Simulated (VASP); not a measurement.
# Ta2Co7Ni7 in VASP: further runs

Runs on Ta2Co7Ni7. Level: PBE. Tasks: single point.

Everything below comes from runs of VASP 6.6.1. Logs are shortened: lines on timing, memory, paths and dates and some standing lists are left out, and cuts for length are marked.

**1. The cell of the first run**

The cell holds a disordered packing, 16 atoms: a = 5.636 Å, b = 5.765 Å, c = 5.973 Å, α = 92.28°, β = 87.51°, γ = 85.05°.

**2. Single point, PBE**

Contents of INCAR:

```
SYSTEM = Ta2Co7Ni7
PREC = Accurate ; ENCUT = 400
EDIFF = 1E-6 ; ISMEAR = -1
SIGMA = 0.1749 ; LREAL = Auto
LASPH = .TRUE. ; NELM = 120
ALGO = Normal ; ISIF = 2
LWAVE = .FALSE. ; LCHARG = .FALSE.
GGA = PE ; NBANDS = 92
ISYM = -1 ; GGA_COMPAT = .FALSE.
```

Contents of KPOINTS:

```
explicit points
1
Reciprocal
  0.25000000   0.25000000   0.25000000 1
```

Contents of POSCAR:

```
Ta2Co7Ni7
1.0
    5.6289370000      0.2476520000      0.1288210000
    0.2476520000      5.7582790000     -0.1194910000
    0.1288210000     -0.1194910000      5.9706240000
Co Ni Ta
7 7 2
Direct
    0.6171508717      0.2457929588      0.5855761565
    0.3492177485      0.3970259913      0.9741813340
    0.0881173910      0.7211579586      0.1648841922
    0.5894126646      0.6709202158      0.6667197932
    0.8691842738     -0.0545646788      0.9070689805
    0.1829510844      0.7439066352      0.7668540518
    0.3959496617      0.4680218656      0.3562210197
    0.4779088550      1.0463001176      0.8365239129
    0.4875481769      0.7975887224      0.1340742995
    0.3078970178      0.9566193730      0.4597882573
    0.8188899670      0.4512434495      0.9818012835
    0.8705869859      0.5199051927      0.4042209165
    0.6605070059      0.1694838855      0.2013154112
    0.9176425024      0.9221809873      0.4829352348
    0.1260488869      0.2686183535      0.7120258673
    0.0996801246      0.1585628111      0.2020979609
```

Potentials or basis: VASP PAW PBE potentials, release 64 (Co, Ni, Ta_pv).

The run is started by

```sh
cat potpaw_PBE.64/Co/POTCAR potpaw_PBE.64/Ni/POTCAR potpaw_PBE.64/Ta_pv/POTCAR > POTCAR
mpirun -np 1 vasp_std > vasp.out
```

OUTCAR:

```text
SYSTEM = Ta2Co7Ni7
   PREC = Accurate
   ENCUT = 400
   EDIFF = 1E-6
   ISMEAR = -1
   LREAL = Auto
   LASPH = .TRUE.
   NELM = 120
   ISIF = 2
   GGA = PE
   ISYM = -1

 ion  position               nearest neighbor table
   1  0.617  0.246  0.586-   8 2.09   7 2.25  13 2.32  14 2.45   4 2.47  12 2.47  10 2.63   2 2.78
                            15 2.83  11 2.92   5 2.96  15 3.01
   2  0.349  0.397  0.974-  15 2.20   8 2.20   7 2.33  16 2.46   3 2.48   6 2.53  13 2.57   9 2.66
                            11 2.69   1 2.78   4 2.84  11 2.98
   3  0.088  0.721  0.165-  12 2.26  14 2.31   9 2.33   5 2.37   6 2.43   2 2.48   7 2.51  11 2.52
                            16 2.53  10 2.60  16 3.25
   4  0.589  0.671  0.667-  12 2.27   6 2.34   8 2.38   1 2.47   7 2.49  10 2.58  11 2.63  14 2.67
                             5 2.74   2 2.84   9 2.88
   5  0.869  0.945  0.907-   6 2.15   8 2.29  13 2.35   3 2.37  14 2.53  16 2.57   9 2.71  15 2.72
                             4 2.74  11 2.92  11 2.94   1 2.96
   6  0.183  0.744  0.767-   5 2.15   4 2.34  10 2.36   3 2.43  14 2.50   2 2.53   8 2.55  15 2.79
                             9 2.87   7 3.02  11 3.04  15 3.05
   7  0.396  0.468  0.356-   1 2.25  13 2.31   2 2.33   9 2.44   4 2.49   3 2.51  16 2.71  12 2.74
                            10 2.86  15 2.89  12 2.95   6 3.02
   8  0.478  0.046  0.837-   1 2.09   2 2.20   5 2.29   9 2.33   4 2.38  15 2.43  10 2.54   6 2.55
                            13 2.55  16 3.00
   9  0.488  0.798  0.134-  10 2.28   8 2.33   3 2.33   7 2.44  13 2.46   2 2.66   5 2.71  11 2.71
                             6 2.87   4 2.88  16 2.89
  10  0.308  0.957  0.460-  14 2.22  16 2.27   9 2.28   6 2.36  15 2.43   8 2.54   4 2.58   3 2.60
                             1 2.63  13 2.85   7 2.86
  11  0.819  0.451  0.982-  13 2.34  15 2.45   3 2.52  12 2.57   4 2.63  16 2.64   2 2.69   9 2.71
                             5 2.92   1 2.92   5 2.94   2 2.98   6 3.04
  12  0.871  0.520  0.404-   3 2.26   4 2.27  14 2.39   1 2.47  11 2.57  16 2.58  13 2.70   7 2.74
                            15 2.76   7 2.95
  13  0.661  0.169  0.201-   7 2.31   1 2.32  11 2.34   5 2.35   9 2.46  16 2.47   8 2.55   2 2.57
                            14 2.65  12 2.70  10 2.85  16 3.17
  14  0.918  0.922  0.483-  10 2.22   3 2.31  12 2.39  16 2.45   1 2.45   6 2.50   5 2.53  13 2.65
                             4 2.67  15 2.75
  15  0.126  0.269  0.712-   2 2.20  10 2.43   8 2.43  11 2.45   5 2.72  14 2.75  12 2.76   6 2.79
                             1 2.83   7 2.89   1 3.01  16 3.02   6 3.05  16 3.10
  16  0.100  0.159  0.202-  10 2.27  14 2.45   2 2.46  13 2.47   3 2.53   5 2.57  12 2.58  11 2.64
                             7 2.71   9 2.89   8 3.00  15 3.02  15 3.10  13 3.17   3 3.25

IMPORTANT INFORMATION: All symmetrisations will be switched off!
NOSYMM: (Re-)initialisation of all symmetry stuff for point group C_1.

----------------------------------------------------------------------------------------

                                     Primitive cell

  volume of cell :     192.9760

  direct lattice vectors                    reciprocal lattice vectors
     5.628937000  0.247652000  0.128821000     0.178085537 -0.007742049 -0.003997281
     0.247652000  5.758279000 -0.119491000    -0.007742049  0.174071727  0.003650765
     0.128821000 -0.119491000  5.970624000    -0.003997281  0.003650765  0.167645989

  length of vectors
     5.635854692  5.764840558  5.973208844     0.178298559  0.174282051  0.167733372

  position of ions in fractional coordinates (direct lattice)
     0.617150872  0.245792959  0.585576156
     0.349217749  0.397025991  0.974181334
     0.088117391  0.721157959  0.164884192
     0.589412665  0.670920216  0.666719793
     0.869184274  0.945435321  0.907068980
     0.182951084  0.743906635  0.766854052
[... 8 lines left out ...]
     0.126048887  0.268618354  0.712025867
     0.099680125  0.158562811  0.202097961

  ion indices of the primitive-cell ions
   primitive index   ion index
                 1           1
                 2           2
                 3           3
                 4           4
                 5           5
                 6           6
[... 8 lines left out ...]
                15          15
                16          16

----------------------------------------------------------------------------------------

 KPOINTS: explicit points

Read explicit list of k-points.

 Found      1 k-points:

 Following reciprocal coordinates:
            Coordinates               Weight
  0.250000  0.250000  0.250000      1.000000
   k-points           NKPTS =      1   k-points in BZ     NKDIM =      1   number of bands    NBANDS=     92
   number of dos      NEDOS =    301   number of ions     NIONS =     16
   total plane-waves  NPLWV =  64000
   dimension x,y,z NGX =    40 NGY =   40 NGZ =   40
   dimension x,y,z NGXF=    80 NGYF=   80 NGZF=   80
   ions per type =               7   7   2
   NGX,Y,Z   is equivalent  to a cutoff of  11.80, 11.54, 11.13 a.u.
   NGXF,Y,Z  is equivalent  to a cutoff of  23.60, 23.07, 22.27 a.u.
 SYSTEM =  Ta2Co7Ni7
   PREC   = accura    normal or accurate (medium, high low for compatibility)
   ISTART =      0    job   : 0-new  1-cont  2-samecut
   ICHARG =      2    charge: 1-file 2-atom 10-const
   ISPIN  =      1    spin polarized calculation?
   LNONCOLLINEAR =      F non collinear calculations
   LSORBIT =      F    spin-orbit coupling
   LASPH  =      T    aspherical Exc in radial PAW
   ENCUT  =  400.0 eV  29.40 Ry    5.42 a.u.   9.19  9.40  9.74*2*pi/ulx,y,z
   NELM   =    120;   NELMIN=  2; NELMDL= -5     # of ELM steps
   EDIFF  = 0.1E-05   stopping-criterion for ELM
   LREAL  =      T    real-space projection
   EDIFFG = 0.1E-04   stopping-criterion for IOM
   NSW    =      0    number of steps for IOM
   IBRION =     -1    ionic relax: 0-MD 1-quasi-New 2-CG
   NFREE  =      0    steps in history (QN), initial steepest desc. (CG)
   ISIF   =      2    stress and relaxation
   ISYM   =     -1    0-nonsym 1-usesym 2-fastsym
   POTIM  = 0.5000    time-step for ionic-motion
   TEBEG  =    0.0;   TEEND  =   0.0 temperature during run
   PSTRESS=    0.0 pullay stress
   NELECT =     155.0000    total number of electrons
   NUPDOWN=      -1.0000    fix difference up-down
   EMIN   =  10.00;   EMAX   =-10.00  energy-range for DOS
   EFERMI =   0.00;   METHOD = LEGACY
   ISMEAR =    -1;   SIGMA  =   0.17  broadening in eV -4-tet -1-fermi 0-gaus
   EFERMI_NEDOS =   21; number of points for ismear=-14 and -15
   IALGO  =     38    algorithm
   IMIX   =      4    mixing-type and parameters
     AMIX     =   0.40;   BMIX     =  1.00
     AMIX_MAG =   1.60;   BMIX_MAG =  1.00
  volume/ion in A,a.u.               =      12.06        81.39
  Fermi-wavevector in a.u.,A,eV,Ry     =   1.521777  2.875741 31.508432  2.315804
  Thomas-Fermi vector in A             =   2.630446
   LORBIT       =      0    0 simple, 1 ext, 2 COOP (PROOUT), +10 PAW based schemes
   GGA     = PE    functional components
   LHFCALC =     F    Hartree Fock is set to
   AEXX    =    0.0000 exact exchange contribution
   IVDW    =     0    specifies the selected vdW correction
   LEPSILON=     F    determine dielectric tensor
   LRPA    =     F    only Hartree local field effects (RPA)
 non-spin polarized calculation
  energy-cutoff  :      400.00
  volume of cell :      192.98
 maximum number of plane-waves:      3504
 NGX is ok and might be reduce to    36
   NGX = 19   NGY = 19   NGZ = 19

 number of electron     154.9999989 magnetization

 Free energy of the ion-electron system (eV)
  ---------------------------------------------------
  ext. energy  EPLUGINS =         0.00000000
  ---------------------------------------------------
  free energy    TOTEN  =      -107.52121521 eV

  energy without entropy =     -104.83847248  energy(sigma->0) =     -106.17984384

 E-fermi :   8.7446     XC(G=0): -12.9747

 val. band max:        8.6857622818   @ k =   0.2500   0.2500   0.2500
 cond. band min:       8.7591365591   @ k =   0.2500   0.2500   0.2500
 fundamental gap:      0.0733742774
 Fermi energy:         8.7445786875

 k-point     1 :       0.2500    0.2500    0.2500
  band No.  band energies     occupation
      1     -26.0459      2.00000
      2     -25.9416      2.00000
      3     -25.8913      2.00000
      4     -25.8342      2.00000
      5     -25.7750      2.00000
      6     -25.7050      2.00000
[... 81 lines left out ...]
     88      10.0975      0.00087
     89      10.3947      0.00016
 [bands above 89 left out]

------------------------ aborting loop because EDIFF is reached ----------------------------------------

  FORCE on cell =-STRESS in cart. coord.  units (eV):
  Direction    XX          YY          ZZ          XY          YZ          ZX
  --------------------------------------------------------------------------------------
  -------------------------------------------------------------------------------------
  Total        6.1981791      6.1253882     12.4019130     -6.2299396     -0.8267723     -3.3711394
  in kB       51.4601832     50.8558391    102.9664847    -51.7238736     -6.8642507    -27.9887765
  external PRESSURE =      68.4275023 kB  Pullay stress =       0.0000000 kB

 VOLUME and BASIS-vectors are now :
 -----------------------------------------------------------------------------
  energy-cutoff  :      400.00
  volume of cell :      192.98
      direct lattice vectors                 reciprocal lattice vectors
     5.628937000  0.247652000  0.128821000     0.178085537 -0.007742049 -0.003997281
     0.247652000  5.758279000 -0.119491000    -0.007742049  0.174071727  0.003650765
     0.128821000 -0.119491000  5.970624000    -0.003997281  0.003650765  0.167645989

 POSITION                                       TOTAL-FORCE (eV/Angst)
 -----------------------------------------------------------------------------------
      3.61021      1.49821      3.54639         1.071623      1.225673     -0.054207
      2.18954      2.25627      5.81402         2.083229      3.331397      1.212406
      0.69584      4.15475      0.90964         0.091569     -0.655836     -0.723036
      3.56981      3.92965      3.97649         0.150435     -0.285353      0.709474
      5.24357      5.55095      5.41477        -0.323048      0.255088     -0.349065
      1.31284      4.23730      4.51328         0.619348     -1.260982     -0.250798
[... 8 lines left out ...]
      0.86777      1.49292      4.23538        -2.622703      0.440981     -2.261245
      0.62640      0.91359      1.20055         0.218457      1.233814     -1.938488
 -----------------------------------------------------------------------------------
    total drift:                                0.003362     -0.007199     -0.008082

  FREE ENERGIE OF THE ION-ELECTRON SYSTEM (eV)
  ---------------------------------------------------
  free  energy   TOTEN  =      -107.5212152101 eV

  energy  without entropy=     -104.8384724757  energy(sigma->0) =     -106.17984384
```

It took 1.9 min on 1 thread of Intel Xeon Platinum 8259CL at 2.50GHz (Skylake/Cascade Lake), shared host; peak memory 0.25 GiB.

What came out:

```
Free energy            : -107.5212 eV
Pressure               : 6.8 GPa
Largest force          : 4.112 eV/Å
Band gap on the k mesh : zero (an odd number of electrons rules out a gap without spin polarisation)
```

Forces in eV/Å, atoms in the order of the input:
```
Co   1.072  1.226 -0.054
Co   2.083  3.331  1.212
Co   0.092 -0.656 -0.723
Co   0.150 -0.285  0.709
Co  -0.323  0.255 -0.349
Co   0.619 -1.261 -0.251
Co  -1.018  1.060  1.070
Ni  -0.499 -2.750  1.167
Ni   1.350 -0.804 -1.152
Ni   3.252 -1.298  1.317
Ni  -0.709  1.026 -0.519
Ni  -0.192 -0.816 -0.022
Ni  -0.973 -0.496  0.436
Ni  -2.500 -0.206  1.357
Ta  -2.623  0.441 -2.261
Ta   0.218  1.234 -1.938
```

Stress tensor (GPa, compression positive):
```
 5.15 -5.17 -2.80
-5.17  5.09 -0.69
-2.80 -0.69 10.30
```

Caveat: the atoms stand as in a frame of molecular dynamics; spin-orbit coupling is left out, which moves the levels of the heavy elements; the run has no spin polarisation, though such a crystal can be magnetic. Spin polarisation is off, so any magnetic state and its effect on volume and gap are missing.

**3. Single point, PBE**

Contents of INCAR:

```
ALGO = Normal ; EDIFF = 1E-6
ENCUT = 400 ; GGA = PE
GGA_COMPAT = False ; ISIF = 2
ISMEAR = -1 ; ISYM = -1
LASPH = True ; LCHARG = True
LELF = True ; LREAL = Auto
LVHAR = True ; LWAVE = False
NBANDS = 92 ; NELM = 120
PREC = Accurate ; SIGMA = 0.1749
```

KPOINTS is that of step 2.

Contents of POSCAR:

```
Ta2Co7Ni7
1.0
    5.6289370000      0.2476520000      0.1288210000
    0.2476520000      5.7582790000     -0.1194910000
    0.1288210000     -0.1194910000      5.9706240000
Co Ni Ta
7 7 2
Direct
    0.5641220132      0.2585351012      0.6343840871
    0.3742234971      0.4661708598      0.9804175204
    0.0914265153      0.6710868058      0.1726575277
    0.6120282969      0.6763868697      0.6978964085
    0.8777728635     -0.0741678488      0.9044617500
    0.0886850429      0.6815174858      0.7343469812
    0.3863002861      0.5200191850      0.3962105172
    0.4012633048      1.0128057078      0.8555497761
    0.5481308672      0.8090836953      0.1694885582
    0.3745637273      0.9123883504      0.4845062296
    0.7742708466      0.4840097867      1.0227307010
    0.8511131334      0.4597196705      0.4168597986
    0.5812516778      0.2010205084      0.2501051346
    0.8974814219      0.9740294207      0.4972192681
    0.0973629937      0.2458087395      0.6455920744
    0.0925885129      0.1315658771      0.1720025568
```

Potentials or basis: VASP PAW PBE potentials, release 64 (Co, Ni, Ta_pv).

The run is started by

```sh
cat potpaw_PBE.64/Co/POTCAR potpaw_PBE.64/Ni/POTCAR potpaw_PBE.64/Ta_pv/POTCAR > POTCAR
mpirun -np 1 vasp_std > vasp.out
```

Run time: 1.8 min. Hardware: 1 thread of Intel Xeon Platinum 8259CL at 2.50GHz (Skylake/Cascade Lake), shared host; peak memory 0.25 GiB.

Results (log left out):

```yaml
Free_energy: -107.0561 eV
Pressure: 6.3 GPa
Largest_force: 4.607 eV/Å
Band_gap_on_the_k_mesh: zero (an odd number of electrons rules out a gap without spin polarisation)
```

Forces in eV/Å, atoms in the order of the input:
```
Co   0.855  0.789  0.968
Co  -0.156 -1.120 -0.813
Co  -0.371  1.594  0.318
Co   0.043 -0.759  0.666
Co  -2.455  2.708  1.507
Co   1.995 -2.034 -1.507
Co  -0.758 -0.337  0.358
Ni   0.134 -0.415  1.999
Ni   0.685 -0.587 -1.773
Ni  -1.593  0.983  0.450
Ni   1.241 -1.362 -1.419
Ni  -0.514  1.407 -0.561
Ni   0.981 -1.097 -1.475
Ni  -2.498 -2.927 -1.283
Ta   1.719  2.154  3.692
Ta   0.693  1.003 -1.128
```

Stress tensor (GPa, compression positive):
```
-0.49 -5.35 -1.50
-5.35  8.49  4.45
-1.50  4.45 10.76
```

Levels at points of the mesh, in eV from the Fermi level:
| k point | band 76 | band 77 | band 78 | band 79 | band 80 | band 81 |
| --- | --- | --- | --- | --- | --- | --- |
| (0.25, 0.25, 0.25) | -0.16 | -0.12 | -0.03 | 0.02 | 0.05 | 0.18 |

Caveat: the atoms stand as in a frame of molecular dynamics; spin-orbit coupling is left out, which moves the levels of the heavy elements; the run has no spin polarisation, though such a crystal can be magnetic.
